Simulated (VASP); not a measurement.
# ZrN (Fm-3m) in VASP: a series of runs

Aim: see how the results for ZrN move with the level of theory and the settings. Levels: PBE, LDA. Tasks: vibrations by perturbation theory, single point.

Program: VASP 6.6.1. These are calculated values, not measurements. Logs are shortened: lines on timing, memory, paths and dates and some standing lists are left out, and cuts for length are marked.

## 1. The cell of the first run

The structure is cubic, space group Fm-3m (No. 225). Conventional cell: a = 4.600 Å, b = 4.600 Å, c = 4.600 Å, α = 90.00°, β = 90.00°, γ = 90.00°. Zr (site symmetry m-3m) has 6 N at 2.30 Å within 3.0 Å. Within 3.0 Å of N (site symmetry m-3m) lie 6 Zr at 2.30 Å.

## 2. Vibrations by perturbation theory, PBE

INCAR

```
PREC     = Accurate       # precision mode
ENCUT    = 600            # plane-wave cutoff, eV
EDIFF    = 1E-8           # SCF threshold, eV
ISMEAR   = -1             # smearing method
SIGMA    = 0.05           # smearing width, eV
LREAL    = False          # projectors in reciprocal space
LASPH    = True           # aspherical terms in the spheres
NELM     = 120            # most SCF steps
ALGO     = Normal         # electronic algorithm
ISIF     = 2              # what is computed and relaxed
LWAVE    = False          # write WAVECAR
LCHARG   = False          # write CHGCAR
GGA      = PE             # functional
IBRION   = 8              # ionic algorithm
NSW      = 1              # ionic steps
GGA_COMPAT= False
```

KPOINTS

```
regular mesh
0
Gamma
  7 7 7
```

POSCAR

```
ZrN
1.0
    0.0000000000      2.3000000000      2.3000000000
    2.3000000000      0.0000000000      2.3000000000
    2.3000000000      2.3000000000      0.0000000000
Zr N
1 1
Direct
    0.5000000000      0.5000000000      0.5000000000
    0.0000000000      0.0000000000      0.0000000000
```

Potentials or basis: VASP PAW PBE potentials, release 64 (Zr_sv, N).

Run with:

```console
$ cat potpaw_PBE.64/Zr_sv/POTCAR potpaw_PBE.64/N/POTCAR > POTCAR
$ mpirun -np 1 vasp_std > vasp.out
```

OUTCAR:

```text
PREC = Accurate
   ENCUT = 600
   EDIFF = 1E-8
   ISMEAR = -1
   LREAL = False
   LASPH = True
   NELM = 120
   ISIF = 2
   GGA = PE
   IBRION = 8
   NSW = 1

 ion  position               nearest neighbor table
   1  0.500  0.500  0.500-   2 2.30   2 2.30   2 2.30   2 2.30   2 2.30   2 2.30
   2  0.000  0.000  0.000-   1 2.30   1 2.30   1 2.30   1 2.30   1 2.30   1 2.30

  LATTYP: Found a face centered cubic cell.
 ALAT       =     4.6000000000

  Lattice vectors:

 A1 = (   0.0000000000,   2.3000000000,   2.3000000000)
 A2 = (   2.3000000000,   0.0000000000,   2.3000000000)
 A3 = (   2.3000000000,   2.3000000000,   0.0000000000)

Analysis of symmetry for initial positions (statically):
=====================================================================
 Subroutine PRICEL returns:
 Original cell was already a primitive cell.

 Routine SETGRP: Setting up the symmetry group for a
 face centered cubic supercell.

 Subroutine GETGRP returns: Found 48 space group operations
 (whereof 48 operations were pure point group operations)
 out of a pool of 48 trial point group operations.

The static configuration has the point symmetry O_h .

Analysis of symmetry for dynamics (positions and initial velocities):
=====================================================================
 Subroutine PRICEL returns:
 Original cell was already a primitive cell.

 Routine SETGRP: Setting up the symmetry group for a
 face centered cubic supercell.

 Subroutine GETGRP returns: Found 48 space group operations
 (whereof 48 operations were pure point group operations)
 out of a pool of 48 trial point group operations.

The dynamic configuration has the point symmetry O_h .

 Subroutine INISYM returns: Found 48 space group operations
 (whereof 48 operations are pure point group operations),
 and found     1 'primitive' translations

----------------------------------------------------------------------------------------

                                     Primitive cell

  volume of cell :      24.3340

  direct lattice vectors                    reciprocal lattice vectors
     0.000000000  2.300000000  2.300000000    -0.217391304  0.217391304  0.217391304
     2.300000000  0.000000000  2.300000000     0.217391304 -0.217391304  0.217391304
     2.300000000  2.300000000  0.000000000     0.217391304  0.217391304 -0.217391304

  length of vectors
     3.252691193  3.252691193  3.252691193     0.376532784  0.376532784  0.376532784

  position of ions in fractional coordinates (direct lattice)
     0.500000000  0.500000000  0.500000000
     0.000000000  0.000000000  0.000000000

  ion indices of the primitive-cell ions
   primitive index   ion index
                 1           1
                 2           2

----------------------------------------------------------------------------------------

 KPOINTS: regular mesh

Automatic generation of k-mesh.
 Grid dimensions read from file:
 generate k-points for:    7    7    7

 Generating k-lattice:

  Cartesian coordinates                     Fractional coordinates (reciprocal lattice)
    -0.031055901  0.031055901  0.031055901     0.142857143  0.000000000  0.000000000
     0.031055901 -0.031055901  0.031055901     0.000000000  0.142857143  0.000000000
     0.031055901  0.031055901 -0.031055901     0.000000000  0.000000000  0.142857143

  Length of vectors
     0.053790398  0.053790398  0.053790398

  Shift w.r.t. Gamma in fractional coordinates (k-lattice)
     0.000000000  0.000000000  0.000000000

 Subroutine IBZKPT returns following result:
[... 75 lines left out ...]
 non-spin polarized calculation
  energy-cutoff  :      600.00
  volume of cell :       24.33
 maximum number of plane-waves:       869
 NGX is ok and might be reduce to    28
   NGX = 13   NGY = 13   NGZ = 13

--------------------------------------- Ionic step        1  -------------------------------------------

 number of electron      17.0000000 magnetization

 Free energy of the ion-electron system (eV)
  ---------------------------------------------------
  ext. energy  EPLUGINS =         0.00000000
  ---------------------------------------------------
  free energy    TOTEN  =       -20.35922870 eV

  energy without entropy =      -20.35314965  energy(sigma->0) =      -20.35618918

 E-fermi :  12.0128     XC(G=0): -12.4520

 val. band max:       11.9969783140   @ k =   0.1429   0.0000   0.0000
 cond. band min:      12.1566742079   @ k =   0.4286   0.1429   0.0000
 fundamental gap:      0.1596958939
 Fermi energy:        12.0127685287

 k-point     1 :       0.0000    0.0000    0.0000
  band No.  band energies     occupation
      1     -37.7663      2.00000
      2     -15.3984      2.00000
      3     -15.3984      2.00000
      4     -15.3984      2.00000
      5      -4.3951      2.00000
      6       9.1910      2.00000
      7       9.1910      2.00000
      8       9.1910      2.00000
      9      11.4503      1.99997
     10      11.4503      1.99997
     11      11.4503      1.99997
     12      13.4078      0.00000
[... 273 lines left out ...]
      1     -37.5906      2.00000
      2     -16.0605      2.00000
      3     -16.0467      2.00000
      4     -15.7145      2.00000
      5      -3.2183      2.00000
      6       6.2189      2.00000
      7       7.0850      2.00000
      8       7.1106      2.00000
      9      12.2619      0.01363
     10      13.6311      0.00000
     11      16.0655      0.00000
     12      16.5938      0.00000

------------------------ aborting loop because EDIFF is reached ----------------------------------------

  FORCE on cell =-STRESS in cart. coord.  units (eV):
  Direction    XX          YY          ZZ          XY          YZ          ZX
  --------------------------------------------------------------------------------------
  -------------------------------------------------------------------------------------
  Total       -0.0776844     -0.0776844     -0.0776844      0.0000000      0.0000000      0.0000000
  in kB       -5.1148277     -5.1148277     -5.1148277      0.0000000      0.0000000      0.0000000
  external PRESSURE =      -5.1148277 kB  Pullay stress =       0.0000000 kB

 VOLUME and BASIS-vectors are now :
 -----------------------------------------------------------------------------
  energy-cutoff  :      600.00
  volume of cell :       24.33
      direct lattice vectors                 reciprocal lattice vectors
     0.000000000  2.300000000  2.300000000    -0.217391304  0.217391304  0.217391304
     2.300000000  0.000000000  2.300000000     0.217391304 -0.217391304  0.217391304
     2.300000000  2.300000000  0.000000000     0.217391304  0.217391304 -0.217391304

 POSITION                                       TOTAL-FORCE (eV/Angst)
 -----------------------------------------------------------------------------------
      2.30000      2.30000      2.30000         0.000000     -0.000000     -0.000000
      0.00000      0.00000      0.00000        -0.000000      0.000000      0.000000
 -----------------------------------------------------------------------------------
    total drift:                                0.000000      0.000000      0.000000

  FREE ENERGIE OF THE ION-ELECTRON SYSTEM (eV)
  ---------------------------------------------------
  free  energy   TOTEN  =       -20.3592287019 eV

  energy  without entropy=      -20.3531496533  energy(sigma->0) =      -20.35618918

[... ionic steps 2 to 3 ...]

--------------------------------------- Ionic step        4  -------------------------------------------

------------------------ aborting loop because EDIFF is reached ----------------------------------------

[... ionic steps 5 to 6 ...]

--------------------------------------- Ionic step        7  -------------------------------------------

 Free energy of the ion-electron system (eV)
  ---------------------------------------------------
  ---------------------------------------------------
  free energy    TOTEN  =        -0.23291547 eV

  energy without entropy =       -0.23291547

------------------------ aborting loop because EDIFF is reached ----------------------------------------

 INTERNAL STRAIN TENSOR  FOR ION    2  DIRECTION 1   (eV/Angst):
 -----------------------------------------------------------------------------
     0.14297  0.00000  0.00000
    -0.00000 -0.07352  0.00000
     0.00000  0.00000 -0.07352

 INTERNAL STRAIN TENSOR FOR ION    2 for displacements in x,y,z  (eV/Angst):
          X           Y           Z          XY          YZ          ZX
  --------------------------------------------------------------------------------
  x     0.00000     0.00000     0.00000     0.00000     0.00000     0.00000
  y     0.00000     0.00000     0.00000     0.00000     0.00000     0.00000
  z     0.00000     0.00000     0.00000     0.00000     0.00000     0.00000

 SECOND DERIVATIVES (NOT SYMMETRIZED)
 ------------------------------------
               1X          1Y          1Z          2X          2Y          2Z
  1X   -10.157635    0.000000    0.000000   10.157635    0.000000    0.000000
  1Y     0.000000  -10.157635    0.000000    0.000000   10.157635    0.000000
  1Z     0.000000    0.000000  -10.157635    0.000000    0.000000   10.157635
  2X    10.166595    0.000000    0.000000  -10.166595    0.000000    0.000000
  2Y     0.000000   10.166595    0.000000    0.000000  -10.166595    0.000000
  2Z     0.000000    0.000000   10.166595    0.000000    0.000000  -10.166595

 Eigenvectors and eigenvalues of the dynamical matrix
 ----------------------------------------------------

   1 f  =   14.306665 THz    89.891429 2PiTHz  477.218986 cm-1    59.167587 meV
             X         Y         Z           dx          dy          dz
      2.300000  2.300000  2.300000     0.000000    0.000000   -0.364631
      0.000000  0.000000  0.000000     0.000000    0.000000    0.931152
[... 21 lines left out ...]
   6 f/i=    0.002142 THz     0.013456 2PiTHz    0.071438 cm-1     0.008857 meV
             X         Y         Z           dx          dy          dz
      2.300000  2.300000  2.300000     0.090654   -0.917281    0.131991
      0.000000  0.000000  0.000000     0.035500   -0.359200    0.051687

--------------------------------------------------------------------------------------------------------

 ELASTIC MODULI CONTR FROM IONIC RELAXATION (kBar)
 Direction    XX          YY          ZZ          XY          YZ          ZX
 --------------------------------------------------------------------------------
 XX           0.0000      0.0000      0.0000      0.0000      0.0000      0.0000
 YY           0.0000      0.0000      0.0000      0.0000      0.0000      0.0000
 ZZ           0.0000      0.0000      0.0000      0.0000      0.0000      0.0000
 XY           0.0000      0.0000      0.0000      0.0000      0.0000      0.0000
 YZ           0.0000      0.0000      0.0000      0.0000      0.0000      0.0000
 ZX           0.0000      0.0000      0.0000      0.0000      0.0000      0.0000
 --------------------------------------------------------------------------------
```

Run time: 84 s. Hardware: 1 thread of AMD EPYC 9R45 (Zen 5), shared host; peak memory 0.17 GiB.

What came out:

```
Highest phonon frequency at Γ : 477 cm⁻¹
```

Phonon frequencies in cm⁻¹ (negative: imaginary):
| q point | frequencies |
| --- | --- |
| (0.000, 0.000, 0.000) | 0 0 0 477 477 477 |

## 3. Single point, LDA (11.68 Å³/atom)

This run uses another cell than the first one, of 11.68 Å³/atom.

POSCAR

```
ZrN
1.0
    0.0000000000      2.2689151084      2.2689151084
    2.2689151084      0.0000000000      2.2689151084
    2.2689151084      2.2689151084      0.0000000000
Zr N
1 1
Direct
    0.5000000000      0.5000000000      0.5000000000
    0.0000000000      0.0000000000      0.0000000000
```

INCAR.step1

```
PREC = Accurate
ENCUT = 520
EDIFF = 1E-6
ISMEAR = -1
SIGMA = 0.05
LREAL = False
LASPH = True
NELM = 120
ALGO = Normal
ISIF = 2
LWAVE = False
LCHARG = True
LMAXMIX = 4
GGA = CA
NBANDS = 16
GGA_COMPAT = False
NEDOS = 2001
LORBIT = 11
```

KPOINTS.step1

```
Automatic mesh
0
Gamma
  10 10 10
```

INCAR.step2

```
PREC = Accurate
ENCUT = 520
EDIFF = 1E-6
ISMEAR = -5
SIGMA = 0.05
LREAL = False
LASPH = True
NELM = 120
ALGO = Normal
ISIF = 2
LWAVE = False
LCHARG = False
LMAXMIX = 4
GGA = CA
LORBIT = 11
NEDOS = 2001
ICHARG = 11
GGA_COMPAT = False
```

KPOINTS.step2

```
Automatic mesh
0
Gamma
  15 15 15
```

Potentials or basis: VASP PAW LDA potentials, release 64 (Zr_sv, N).

Run with:

```console
$ cat potpaw_LDA.64/Zr_sv/POTCAR potpaw_LDA.64/N/POTCAR > POTCAR
$ cp INCAR.step1 INCAR
$ cp KPOINTS.step1 KPOINTS
$ mpirun -np 1 vasp_std > vasp.out
$ cp INCAR.step2 INCAR
$ cp KPOINTS.step2 KPOINTS
$ mpirun -np 1 vasp_std > vasp.out
```

Wall time 32 s (1 thread of AMD EPYC 7R43 (Zen 3), shared host); peak memory 0.12 GiB.

The run converged. Its results:

| Quantity | Value |
| --- | --- |
| Valence electrons inside the program's atomic spheres | Zr 9.94; N 3.70 |

Levels at points of the mesh, in eV from the Fermi level:
```csv
k point,band 6,band 7,band 8,band 9,band 10,band 11,band 12
"(0.00, 0.00, 0.00)",-2.71,-2.71,-2.71,-0.47,-0.47,-0.47,1.60
```

Caveat: tetrahedron occupations give inexact forces and stress in metals.
